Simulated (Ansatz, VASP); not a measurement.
## Two plane-wave programs on GaO2

```
CELL_PARAMETERS angstrom
5.95794 0.00000 0.00000
-2.97897 5.15972 0.00000
0.00000 0.00000 9.74537
ATOMIC_POSITIONS crystal
Ga 0.33333 0.66667 0.93728
Ga 0.66667 0.33333 0.43728
Ga 0.66667 0.33333 0.06272
Ga 0.33333 0.66667 0.56272
O 0.00000 0.50000 0.00000
O 0.50000 0.50000 0.00000
O 0.50000 0.00000 0.00000
O 0.33333 0.66667 0.75000
O 0.66667 0.33333 0.25000
O 0.50000 0.00000 0.50000
O 0.50000 0.50000 0.50000
O 0.00000 0.50000 0.50000
```

Alike in both runs: functional PBE; k mesh 6 × 6 × 2; occupations gaussian, width 0.1 eV; collinear spin.

Ansatz relaxed the structure, and its values are those at the end. VASP's run is a single point on that final structure, the one shown.

```csv
,VASP,Ansatz
version,VASP 6.6.1,Ansatz 0.2.0
potentials or method,"VASP PAW PBE potentials, release 64 (Ga_d, O), cutoff 520 eV","scalar-relativistic, plane waves, PAW"
valence electrons in the cell,100,100
```

VASP gave:

```
gap on the k mesh at the Fermi level (eV)                     : none
pressure (GPa)                                                : 0.3
net moment per atom (μB)                                      : 0.33
size of the moment on the site where the two differ most (μB) : 0.03
```

Q: What did Ansatz give for the same quantities?

A: gap on the k mesh at the Fermi level (eV): none; pressure (GPa): 0.3; net moment per atom (μB): 0.33; size of the moment on the site where the two differ most (μB): 0.00.

Site moments also hang on the region over which each program counts them. A gap of «none» marks a metal or a gap that the smearing closes.
